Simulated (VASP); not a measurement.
Write the native input for VASP 6.6.1 that does the following.

- Task: relaxation of cell and atoms
- Functional: PBEsol
- Dispersion: D4
- Potentials or basis: VASP PAW PBE potentials, release 64 (P, B)
- Cutoff: 600 eV
- k mesh: 15 × 15 × 15
- Occupations: gaussian, width 0.01 eV
- Spin: no spin polarisation
- Dipole correction: no
- Further INCAR settings: ALGO = Normal; EDIFF = 1e-07; IBRION = 2; EDIFFG = -0.01; NSW = 60; ISIF = 3

The structure of BP lies in POSCAR:

```
BP
1.0
    0.0000000000      2.2690000000      2.2690000000
    2.2690000000      0.0000000000      2.2690000000
    2.2690000000      2.2690000000      0.0000000000
P B
1 1
Direct
    0.7500000000      0.7500000000      0.7500000000
    0.0000000000      0.0000000000      0.0000000000
```

The input as run:

INCAR

```
ALGO = Normal
EDIFF = 1E-7
EDIFFG = -0.01
ENCUT = 600
GGA = PS
IBRION = 2
ISIF = 3
ISMEAR = 0
IVDW = 13
LASPH = True
LCHARG = False
LREAL = False
LWAVE = False
NELM = 100
NSW = 60
PREC = Accurate
SIGMA = 0.01
```

KPOINTS

```
k-points
0
Gamma
  15 15 15
```

Potentials or basis: VASP PAW PBE potentials, release 64 (P, B).

Launch:

```bash
$ cat potpaw_PBE.64/P/POTCAR potpaw_PBE.64/B/POTCAR > POTCAR
$ mpirun -np 1 vasp_std > vasp.out
```

It gave:

```yaml
Relaxed_volume: 11.36 Å³/atom
Relaxed_cell: a = 3.179 Å, b = 3.179 Å, c = 3.179 Å, α = 60.00°, β = 60.00°, γ = 60.00°
Space_group_after_relaxing_to_0.05_Å: F-43m (No. 216)
Energy_gained_by_relaxing: 4.7 meV/atom
Ionic_steps: 3
Pressure_after_relaxing: 0.0 GPa
Band_gap_on_the_k_mesh: 1.09 eV, indirect (least direct gap 3.40 eV)
Dispersion_energy_per_atom: -0.204 eV
```

Caveat: the PAW data sets were made with another functional, which shifts forces and pressure a little.

Run time: 65 s on 1 thread of Intel(R) Xeon(R) 6975P-C (Granite Rapids), with other jobs on the host, peak memory 0.17 GiB.
